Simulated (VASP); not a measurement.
The system is LiNbO3.

```xyz
10
Lattice="2.5948 1.4981 4.6715 -2.5948 1.4981 4.6715 0.0000 -2.9962 4.6715" Properties=species:S:1:pos:R:3 pbc="T T T"
Li    0.0000    0.0000    3.9465
Li    0.0000    0.0000   10.9537
Nb    0.0000    0.0000    0.0064
Nb    0.0000    0.0000    7.0136
O    -0.6428   -1.4586    5.5579
O     1.5846    0.1727    5.5579
O    -0.9418    1.2860    5.5579
O    -1.6529   -0.2121    7.8937
O     0.6428    1.5375    7.8937
O     1.0101   -1.3254    7.8937
```

| Item | Value |
| --- | --- |
| Program | VASP 6.6.1 |
| Task | relaxation of cell and atoms |
| Functional | PBE |
| Dispersion | D3(BJ) |
| Potentials or basis | VASP PAW PBE potentials, release 64 (Li_sv, Nb_sv, O) |
| Cutoff | 600 eV |
| k mesh | 6 × 6 × 6 |
| Occupations | gaussian, width 0.02 eV |
| Spin | no spin polarisation |

At the start: pressure -3.9 GPa; volume 10.90 Å³/atom.

Problem. Where does the relaxation end?

Solution. Over 24 steps the energy falls by 4.9 meV/atom and the volume is 10.51 Å³/atom (-3.6 %); space group R3c (No. 161, to 0.1 Å) before and after.

The path:
| step | energy change (eV) | largest force (eV/Å) | pressure (GPa) | volume (Å³) |
| --- | --- | --- | --- | --- |
| 1 | 0.0000 | 0.0154 | -3.90 | 108.95 |
| 2 | -0.0009 | 0.5354 | 4.10 | 104.82 |
| 3 | -0.0263 | 0.2614 | -0.02 | 106.84 |
| 4 | -0.0403 | 0.1165 | 0.07 | 105.93 |
| 5 | -0.0412 | 0.1094 | 0.13 | 105.62 |
| 6 | -0.0444 | 0.0773 | -0.21 | 105.62 |
| 7 | -0.0468 | 0.0606 | -0.89 | 105.63 |
| 8 | -0.0482 | 0.0155 | -0.41 | 105.36 |
| 9 | -0.0486 | 0.0201 | -0.05 | 105.16 |
| 10 | -0.0487 | 0.0153 | -0.02 | 105.14 |
| 11 | -0.0488 | 0.0077 | 0.03 | 105.06 |
| 12 | -0.0488 | 0.0081 | 0.06 | 105.04 |
| 13 | -0.0489 | 0.0077 | 0.00 | 105.07 |
| 14 | -0.0489 | 0.0077 | -0.05 | 105.09 |
| 15 | -0.0489 | 0.0068 | -0.06 | 105.09 |
| 16 | -0.0489 | 0.0063 | -0.05 | 105.10 |
| 17 | -0.0489 | 0.0062 | -0.04 | 105.10 |
| 18 | -0.0489 | 0.0059 | -0.01 | 105.08 |
| 19 | -0.0489 | 0.0063 | 0.05 | 105.05 |
| 20 | -0.0489 | 0.0052 | 0.05 | 105.06 |
| 21 | -0.0489 | 0.0055 | 0.01 | 105.07 |
| 22 | -0.0489 | 0.0052 | 0.00 | 105.06 |
| 23 | -0.0489 | 0.0052 | 0.01 | 105.06 |
| 24 | -0.0489 | 0.0048 | 0.03 | 105.06 |

Final structure:
```cif
data_structure
_symmetry_space_group_name_H-M 'P 1'
_symmetry_Int_Tables_number 1
_cell_length_a 5.4880
_cell_length_b 5.4880
_cell_length_c 5.4880
_cell_angle_alpha 55.641
_cell_angle_beta 55.641
_cell_angle_gamma 55.641
_cell_volume 105.06
loop_
_atom_site_label
_atom_site_type_symbol
_atom_site_fract_x
_atom_site_fract_y
_atom_site_fract_z
_atom_site_occupancy
Li1 Li 0.28169 0.28169 0.28169 1
Li2 Li 0.78169 0.78169 0.78169 1
Nb1 Nb 0.99992 0.99992 0.99992 1
Nb2 Nb 0.49992 0.49992 0.49992 1
O1 O 0.10537 0.36538 0.71946 1
O2 O 0.71946 0.10537 0.36538 1
O3 O 0.36538 0.71946 0.10537 1
O4 O 0.21946 0.86538 0.60537 1
O5 O 0.86538 0.60537 0.21946 1
O6 O 0.60537 0.21946 0.86538 1
```

Caveat: the cutoff is under 1.25 times the usual one of these potentials, so pressure, stress and relaxed cells hold a basis-set (Pulay) error.
